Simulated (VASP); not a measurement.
# Cr (Fd-3m) in VASP: a series of runs

Runs on Cr. Level: BLYP. Tasks: single point.

Everything below comes from runs of VASP 6.6.1. Logs are shortened: lines on timing, memory, paths and dates and some standing lists are left out, and cuts for length are marked.

## Step 1: The cell of the first run

It takes space group Fd-3m (No. 227, cubic). The conventional cell has a = 5.177 Å, b = 5.177 Å, c = 5.177 Å, α = 90.00°, β = 90.00°, γ = 90.00°. Within 3.0 Å of Cr (site symmetry -43m) lie 4 Cr at 2.24 Å.

## Step 2: Single point, BLYP

Input file INCAR:

```
SYSTEM = Cr
  PREC = Accurate
  ENCUT = 520
  EDIFF = 1E-6
  ISMEAR = -1
  SIGMA = 0.1
  LREAL = .FALSE.
  LASPH = .TRUE.
  NELM = 80
  ALGO = Normal
  ISIF = 2
  LWAVE = .FALSE.
  LCHARG = .FALSE.
  GGA = B5
  ALDAX = 1.0
  AGGAX = 1.0
  AGGAC = 1.0
  ALDAC = 0.0
  NBANDS = 19
```

Input file KPOINTS:

```
regular mesh
0
G
  11 11 11
  0 0 0
```

Input file POSCAR:

```
Cr
1.0
    0.0000000000      2.5885396673      2.5885396673
    2.5885396673      0.0000000000      2.5885396673
    2.5885396673      2.5885396673      0.0000000000
Cr
2
Direct
    0.1250000000      0.1250000000      0.1250000000
    0.8750000000      0.8750000000      0.8750000000
```

Potentials or basis: VASP PAW PBE potentials, release 64 (Cr_pv).

Started as:

```
$ cat potpaw_PBE.64/Cr_pv/POTCAR > POTCAR
$ mpirun -np 1 vasp_std > vasp.out
```

OUTCAR:

```text
SYSTEM = Cr
   PREC = Accurate
   ENCUT = 520
   EDIFF = 1E-6
   ISMEAR = -1
   LREAL = .FALSE.
   LASPH = .TRUE.
   NELM = 80
   ISIF = 2
   GGA = B5

 ion  position               nearest neighbor table
   1  0.125  0.125  0.125-   2 2.24   2 2.24   2 2.24   2 2.24
   2  0.875  0.875  0.875-   1 2.24   1 2.24   1 2.24   1 2.24

  LATTYP: Found a face centered cubic cell.
 ALAT       =     5.1770793346

  Lattice vectors:

 A1 = (   0.0000000000,   2.5885396673,   2.5885396673)
 A2 = (   2.5885396673,   0.0000000000,   2.5885396673)
 A3 = (   2.5885396673,   2.5885396673,   0.0000000000)

Analysis of symmetry for initial positions (statically):
=====================================================================
 Subroutine PRICEL returns:
 Original cell was already a primitive cell.

 Routine SETGRP: Setting up the symmetry group for a
 face centered cubic supercell.

 Subroutine GETGRP returns: Found 48 space group operations
 (whereof 12 operations were pure point group operations)
 out of a pool of 48 trial point group operations.

The static configuration has the point symmetry D_3d.
 The point group associated with its full space group is O_h .

Analysis of symmetry for dynamics (positions and initial velocities):
=====================================================================
 Subroutine PRICEL returns:
 Original cell was already a primitive cell.

 Routine SETGRP: Setting up the symmetry group for a
 face centered cubic supercell.

 Subroutine GETGRP returns: Found 48 space group operations
 (whereof 12 operations were pure point group operations)
 out of a pool of 48 trial point group operations.

The dynamic configuration has the point symmetry D_3d.
 The point group associated with its full space group is O_h .

 Subroutine INISYM returns: Found 48 space group operations
 (whereof 12 operations are pure point group operations),
 and found     1 'primitive' translations

----------------------------------------------------------------------------------------

                                     Primitive cell

  volume of cell :      34.6892

  direct lattice vectors                    reciprocal lattice vectors
     0.000000000  2.588539667  2.588539667    -0.193159103  0.193159103  0.193159103
     2.588539667  0.000000000  2.588539667     0.193159103 -0.193159103  0.193159103
[... 75 lines left out ...]
 SYSTEM =  Cr
   PREC   = accura    normal or accurate (medium, high low for compatibility)
   ISTART =      0    job   : 0-new  1-cont  2-samecut
   ICHARG =      2    charge: 1-file 2-atom 10-const
   ISPIN  =      1    spin polarized calculation?
   LNONCOLLINEAR =      F non collinear calculations
   LSORBIT =      F    spin-orbit coupling
   LASPH  =      T    aspherical Exc in radial PAW
   ENCUT  =  520.0 eV  38.22 Ry    6.18 a.u.   6.81  6.81  6.81*2*pi/ulx,y,z
   NELM   =     80;   NELMIN=  2; NELMDL= -5     # of ELM steps
   EDIFF  = 0.1E-05   stopping-criterion for ELM
   LREAL  =      F    real-space projection
   EDIFFG = 0.1E-04   stopping-criterion for IOM
   NSW    =      0    number of steps for IOM
   IBRION =     -1    ionic relax: 0-MD 1-quasi-New 2-CG
   NFREE  =      0    steps in history (QN), initial steepest desc. (CG)
   ISIF   =      2    stress and relaxation
   ISYM   =      2    0-nonsym 1-usesym 2-fastsym
   POTIM  = 0.5000    time-step for ionic-motion
   TEBEG  =    0.0;   TEEND  =   0.0 temperature during run
   PSTRESS=    0.0 pullay stress
   NELECT =      24.0000    total number of electrons
   NUPDOWN=      -1.0000    fix difference up-down
   EMIN   =  10.00;   EMAX   =-10.00  energy-range for DOS
   EFERMI =   0.00;   METHOD = LEGACY
   ISMEAR =    -1;   SIGMA  =   0.10  broadening in eV -4-tet -1-fermi 0-gaus
   EFERMI_NEDOS =   21; number of points for ismear=-14 and -15
   IALGO  =     38    algorithm
   IMIX   =      4    mixing-type and parameters
     AMIX     =   0.40;   BMIX     =  1.00
     AMIX_MAG =   1.60;   BMIX_MAG =  1.00
  volume/ion in A,a.u.               =      17.34       117.05
  Fermi-wavevector in a.u.,A,eV,Ry     =   1.447928  2.736188 28.524569  2.096497
  Thomas-Fermi vector in A             =   2.565827
   LORBIT       =      0    0 simple, 1 ext, 2 COOP (PROOUT), +10 PAW based schemes
   GGA     = B5    functional components
   LHFCALC =     F    Hartree Fock is set to
   AEXX    =    0.0000 exact exchange contribution
   IVDW    =     0    specifies the selected vdW correction
   LEPSILON=     F    determine dielectric tensor
   LRPA    =     F    only Hartree local field effects (RPA)
 non-spin polarized calculation
  energy-cutoff  :      520.00
  volume of cell :       34.69
 maximum number of plane-waves:       950
   NGX = 13   NGY = 13   NGZ = 13

 number of electron      23.9999977 magnetization

 Free energy of the ion-electron system (eV)
  ---------------------------------------------------
  ext. energy  EPLUGINS =         0.00000000
  ---------------------------------------------------
  free energy    TOTEN  =       -13.25900317 eV

  energy without entropy =      -13.12047322  energy(sigma->0) =      -13.18973820

 E-fermi :   6.2749     XC(G=0): -10.4729

 val. band max:        6.2638279998   @ k =  -0.3636   0.4545   0.0909
 cond. band min:       6.2757014155   @ k =  -0.1818   0.2727   0.0909
 fundamental gap:      0.0118734157
 Fermi energy:         6.2749097581

 k-point     1 :       0.0000    0.0000    0.0000
  band No.  band energies     occupation
      1     -36.2121      2.00000
      2     -36.2121      2.00000
      3     -36.2121      2.00000
      4     -35.4987      2.00000
      5     -35.4987      2.00000
      6     -35.4987      2.00000
[... 505 lines left out ...]
      6     -35.3972      2.00000
[... 11 lines left out ...]
     18      14.0187      0.00000
     19      14.1774      0.00000

 [... further k-points ...]
[... 5 lines left out ...]
  --------------------------------------------------------------------------------------
  -------------------------------------------------------------------------------------
  Total        0.0402337      0.0402337      0.0402337     -0.0000000      0.0000000     -0.0000000
  in kB        1.8582565      1.8582565      1.8582565     -0.0000000      0.0000000     -0.0000000
  external PRESSURE =       1.8582565 kB  Pullay stress =       0.0000000 kB

 VOLUME and BASIS-vectors are now :
 -----------------------------------------------------------------------------
  energy-cutoff  :      520.00
  volume of cell :       34.69
      direct lattice vectors                 reciprocal lattice vectors
     0.000000000  2.588539667  2.588539667    -0.193159103  0.193159103  0.193159103
     2.588539667  0.000000000  2.588539667     0.193159103 -0.193159103  0.193159103
     2.588539667  2.588539667  0.000000000     0.193159103  0.193159103 -0.193159103

 POSITION                                       TOTAL-FORCE (eV/Angst)
 -----------------------------------------------------------------------------------
      0.64713      0.64713      0.64713         0.000000      0.000000      0.000000
      4.52994      4.52994      4.52994        -0.000000     -0.000000     -0.000000
 -----------------------------------------------------------------------------------
    total drift:                                0.000000     -0.000000     -0.000000

  FREE ENERGIE OF THE ION-ELECTRON SYSTEM (eV)
  ---------------------------------------------------
  free  energy   TOTEN  =       -13.2590031673 eV

  energy  without entropy=      -13.1204732231  energy(sigma->0) =      -13.18973820
```

Wall time 19 s (1 thread of Intel Xeon 6975P-C (Granite Rapids), shared host); peak memory 0.16 GiB.

What came out:

* Free energy: -13.2590 eV
* Pressure: 0.2 GPa
* Band gap on the k mesh: zero (band 12 reaches 6.59 eV, above the bottom of band 13 at 6.07 eV)

Caveat: the PAW data sets were made with another functional, which shifts forces and pressure a little; the run has no spin polarisation, though such a crystal can be magnetic. Spin polarisation is off, so any magnetic state and its effect on volume and gap are missing.

## Step 3: Single point, BLYP (volume scaled by 0.88)

Input file INCAR:

```
SYSTEM = Cr
PREC = Accurate
ENCUT = 520
EDIFF = 1E-6
ISMEAR = -1
SIGMA = 0.1
LREAL = .False.
LASPH = .True.
NELM = 60
ALGO = Normal
ISIF = 2
LWAVE = .False.
LCHARG = .True.
GGA = B5
ALDAX = 1.0
AGGAX = 1.0
AGGAC = 1.0
ALDAC = 0.0
LELF = .True.
LVHAR = .True.
NBANDS = 19
```

Input file KPOINTS:

```
regular mesh
0
Gamma
  12 12 12
  0 0 0
```

Input file POSCAR:

```
Cr
1.0
    0.0000000000      2.4805560725      2.4805560725
    2.4805560725      0.0000000000      2.4805560725
    2.4805560725      2.4805560725      0.0000000000
Cr
2
Direct
    0.1250000000      0.1250000000      0.1250000000
    0.8750000000      0.8750000000      0.8750000000
```

Potentials or basis: VASP PAW PBE potentials, release 64 (Cr_pv).

Started as:

```
$ cat potpaw_PBE.64/Cr_pv/POTCAR > POTCAR
$ mpirun -np 1 vasp_std > vasp.out
```

OUTCAR:

```text
SYSTEM = Cr
   PREC = Accurate
   ENCUT = 520
   EDIFF = 1E-6
   ISMEAR = -1
   LREAL = .False.
   LASPH = .True.
   NELM = 60
   ISIF = 2
   GGA = B5

 ion  position               nearest neighbor table
   1  0.125  0.125  0.125-   2 2.15   2 2.15   2 2.15   2 2.15
   2  0.875  0.875  0.875-   1 2.15   1 2.15   1 2.15   1 2.15

  LATTYP: Found a face centered cubic cell.
 ALAT       =     4.9611121450

  Lattice vectors:

 A1 = (   0.0000000000,   2.4805560725,   2.4805560725)
 A2 = (   2.4805560725,   0.0000000000,   2.4805560725)
 A3 = (   2.4805560725,   2.4805560725,   0.0000000000)

Analysis of symmetry for initial positions (statically):
=====================================================================
 Subroutine PRICEL returns:
 Original cell was already a primitive cell.

 Routine SETGRP: Setting up the symmetry group for a
 face centered cubic supercell.

 Subroutine GETGRP returns: Found 48 space group operations
 (whereof 12 operations were pure point group operations)
 out of a pool of 48 trial point group operations.

The static configuration has the point symmetry D_3d.
[... 154 lines left out ...]

 Free energy of the ion-electron system (eV)
  ---------------------------------------------------
  ext. energy  EPLUGINS =         0.00000000
  ---------------------------------------------------
  free energy    TOTEN  =       -13.07216236 eV

  energy without entropy =      -12.95399983  energy(sigma->0) =      -13.01308110

 E-fermi :   7.6587     XC(G=0): -11.1079

 val. band max:        7.6571249000   @ k =  -0.3333   0.5000   0.1667
 cond. band min:       7.6607200598   @ k =   0.4167   0.1667   0.0833
 fundamental gap:      0.0035951597
 Fermi energy:         7.6587194128

 k-point     1 :       0.0000    0.0000    0.0000
  band No.  band energies     occupation
      1     -34.9688      2.00000
      2     -34.9688      2.00000
      3     -34.9688      2.00000
      4     -33.9808      2.00000
      5     -33.9808      2.00000
      6     -33.9808      2.00000
[... 505 lines left out ...]
      6     -33.7672      2.00000
[... 11 lines left out ...]
     18      12.0339      0.00000
     19      15.7475      0.00000

 [... further k-points ...]
[... 5 lines left out ...]
  --------------------------------------------------------------------------------------
  -------------------------------------------------------------------------------------
  Total        2.9751955      2.9751955      2.9751955     -0.0000000      0.0000000      0.0000000
  in kB      156.1525012    156.1525012    156.1525012     -0.0000000      0.0000000      0.0000000
  external PRESSURE =     156.1525012 kB  Pullay stress =       0.0000000 kB

 VOLUME and BASIS-vectors are now :
 -----------------------------------------------------------------------------
  energy-cutoff  :      520.00
  volume of cell :       30.53
      direct lattice vectors                 reciprocal lattice vectors
     0.000000000  2.480556073  2.480556073    -0.201567707  0.201567707  0.201567707
     2.480556073  0.000000000  2.480556073     0.201567707 -0.201567707  0.201567707
     2.480556073  2.480556073  0.000000000     0.201567707  0.201567707 -0.201567707

 POSITION                                       TOTAL-FORCE (eV/Angst)
 -----------------------------------------------------------------------------------
      0.62014      0.62014      0.62014         0.000000     -0.000000      0.000000
      4.34097      4.34097      4.34097        -0.000000      0.000000     -0.000000
 -----------------------------------------------------------------------------------
    total drift:                                0.000000     -0.000000     -0.000000

  FREE ENERGIE OF THE ION-ELECTRON SYSTEM (eV)
  ---------------------------------------------------
  free  energy   TOTEN  =       -13.0721623643 eV

  energy  without entropy=      -12.9539998265  energy(sigma->0) =      -13.01308110
```

stdout:

```text
POSCAR found type information on POSCAR Cr
 POSCAR found :  1 types and       2 ions
 scaLAPACK will be used
 -----------------------------------------------------------------------------
|                                                                             |
|                                                                             |
|     You enforced a specific xc type in the INCAR file but a different       |
|     I HOPE YOU KNOW WHAT YOU ARE DOING!                                     |
|                                                                             |
 -----------------------------------------------------------------------------

 LDA part: xc-table for (Slater(with rela. corr.)+VWN5), standard interpolation
 POSCAR, INCAR and KPOINTS ok, starting setup
 FFT: planning ... GRIDC
 FFT: planning ... GRID_SOFT
 FFT: planning ... GRID
 WAVECAR not read
 entering main loop
```

Run time: 21 s. Hardware: 1 thread of Intel Xeon 6975P-C (Granite Rapids), shared host; peak memory 0.17 GiB.

Results:

```yaml
Free_energy: -13.0722 eV
Pressure: 15.6 GPa
Band_gap_on_the_k_mesh: zero (band 12 reaches 7.96 eV, above the bottom of band 13 at 7.42 eV)
```

Levels at points of the mesh, in eV from the Fermi level:
| k point | band 10 | band 11 | band 12 | band 13 | band 14 | band 15 |
| --- | --- | --- | --- | --- | --- | --- |
| (0.00, 0.00, 0.00) | -1.20 | -1.20 | -1.20 | 1.08 | 1.08 | 1.08 |
| (0.50, 0.00, 0.00) | -1.69 | -1.27 | -1.27 | 0.14 | 1.95 | 1.95 |
| (0.50, 0.50, 0.00) | -1.18 | 0.08 | 0.08 | 0.72 | 0.72 | 3.18 |

Caveat: the PAW data sets were made with another functional, which shifts forces and pressure a little; the run has no spin polarisation, though such a crystal can be magnetic.

## Step 4: Single point, BLYP (volume scaled by 0.92)

Input file INCAR:

```
SYSTEM = Cr
PREC = Accurate ; ENCUT = 520
EDIFF = 1E-6 ; ISMEAR = -1
SIGMA = 0.1 ; LREAL = .False.
LASPH = .True. ; NELM = 60
ALGO = Normal ; ISIF = 2
LWAVE = .False. ; LCHARG = .False.
GGA = B5 ; ALDAX = 1.0
AGGAX = 1.0 ; AGGAC = 1.0
ALDAC = 0.0 ; NBANDS = 19
```

Input file KPOINTS:

```
Automatic mesh
0
Gamma
  12 12 12
  0 0 0
```

Input file POSCAR:

```
Cr
1.0
    0.0000000000      2.5175847566      2.5175847566
    2.5175847566      0.0000000000      2.5175847566
    2.5175847566      2.5175847566      0.0000000000
Cr
2
Direct
    0.1250000000      0.1250000000      0.1250000000
    0.8750000000      0.8750000000      0.8750000000
```

Started as:

```
$ cat potpaw_PBE.64/Cr_pv/POTCAR > POTCAR
$ mpirun -np 1 vasp_std > vasp.out
```

Wall time 22 s (1 thread of Intel Xeon 6975P-C (Granite Rapids), shared host); peak memory 0.17 GiB.

Results (log left out):

```
Free energy            : -13.1801 eV
Pressure               : 9.4 GPa
Band gap on the k mesh : zero (band 12 reaches 7.43 eV, above the bottom of band 13 at 6.95 eV)
```

Levels at points of the mesh, in eV from the Fermi level:
| k point | band 10 | band 11 | band 12 | band 13 | band 14 | band 15 |
| --- | --- | --- | --- | --- | --- | --- |
| (0.00, 0.00, 0.00) | -1.13 | -1.13 | -1.13 | 1.05 | 1.05 | 1.05 |
| (0.50, 0.00, 0.00) | -1.55 | -1.18 | -1.18 | 0.09 | 1.87 | 1.87 |
| (0.50, 0.50, 0.00) | -1.09 | -0.01 | -0.01 | 0.73 | 0.73 | 3.04 |

Caveat: the PAW data sets were made with another functional, which shifts forces and pressure a little; the run has no spin polarisation, though such a crystal can be magnetic.

## Step 5: Overview

```csv
cell,k mesh,gap on the mesh (eV),pressure (GPa)
"a = 3.661 Å, angles 60.0°, 2 atoms",11 × 11 × 11,none,0.2
"a = 3.508 Å, angles 60.0°, 2 atoms",12 × 12 × 12,none,15.6
"a = 3.560 Å, angles 60.0°, 2 atoms",12 × 12 × 12,none,9.4
```

Alike in all rows: task single point; level BLYP; potentials or basis VASP PAW PBE potentials, release 64 (Cr_pv); no spin polarisation; cutoff (eV) 520; smearing fermi-dirac 0.1 eV.

Caveats: the PAW data sets were made with another functional, which shifts forces and pressure a little; the run has no spin polarisation, though such a crystal can be magnetic.

Total energies depend on the potentials used, so only differences within one code and one set of settings carry meaning.
